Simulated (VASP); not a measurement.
A run of VASP 6.6.1:

The input INCAR:

```
SYSTEM = C
PREC = Accurate
ENCUT = 520
EDIFF = 1E-7
ISMEAR = 0
SIGMA = 0.02
LREAL = .FALSE.
LASPH = .TRUE.
NELM = 80
ALGO = Normal
ISIF = 2
LWAVE = .FALSE.
LCHARG = .FALSE.
GGA = PS
IBRION = 2
NSW = 60
EDIFFG = -0.002
```

The input KPOINTS:

```
Automatic mesh
0
G
  9 9 6
  0 0 0
```

POSCAR

```
C
1.0
    2.4612466108      0.0000000000      0.0000000000
   -1.2306233054      2.1315020900      0.0000000000
    0.0000000000      0.0000000000      4.1625633114
C
4
Direct
    0.3333333333      0.6666666667      0.0000573175
    0.6666666667      0.3333333333      0.5000573175
    0.3333333333      0.6666666667      0.3739426825
    0.6666666667      0.3333333333      0.8739426825
```

Potentials or basis: VASP PAW PBE potentials, release 64 (C).

The run is started by

```bash
$ cat potpaw_PBE.64/C/POTCAR > POTCAR
$ mpirun -np 1 vasp_std > vasp.out
```

Hardware: 1 thread of Intel(R) Xeon(R) 6975P-C (Granite Rapids) (shared host).

**Question.** Estimate the wall time of this run.

**Answer.** It took 9.1 s on 1 thread of Intel(R) Xeon(R) 6975P-C (Granite Rapids) (shared host), peak memory 0.12 GiB. Counts: scf iterations 20, k points 48, ion steps 3.
